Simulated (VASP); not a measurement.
In2S: single point with PBE

The system is In2S, a sheet with vacuum.

```
CELL_PARAMETERS angstrom
6.62333 0.00000 0.00000
-3.31167 5.73597 0.00000
0.00000 0.00000 14.00000
ATOMIC_POSITIONS crystal
In 0.33333 0.66667 0.50000
In 0.66667 0.33333 0.50000
S 0.00000 0.00000 0.50000
```

| Quantity | Value |
| --- | --- |
| Program | VASP 6.6.1 |
| Task | single point |
| Functional | PBE |
| Potentials or basis | VASP PAW PBE potentials, release 64 (In_d, S) |
| Cutoff | 520 eV |
| k mesh | 3 × 3 × 1 |
| Occupations | gaussian, width 0.1 eV |
| Spin | no spin polarisation |

- Band gap on the k mesh: 0.38 eV, direct

Levels at points of the mesh, in eV from the valence-band top:
| k point | band 14 | band 15 | band 16 | band 17 | band 18 | band 19 |
| --- | --- | --- | --- | --- | --- | --- |
| (0.00, 0.00, 0.00) | -0.62 | -0.62 | -0.30 | 0.68 | 0.68 | 1.28 |

Wall time 100 s on 1 thread of Intel Xeon 6975P-C, with other jobs on the host, peak memory 0.58 GiB.

Caveat: spin-orbit coupling is left out, which moves the levels of the heavy elements.
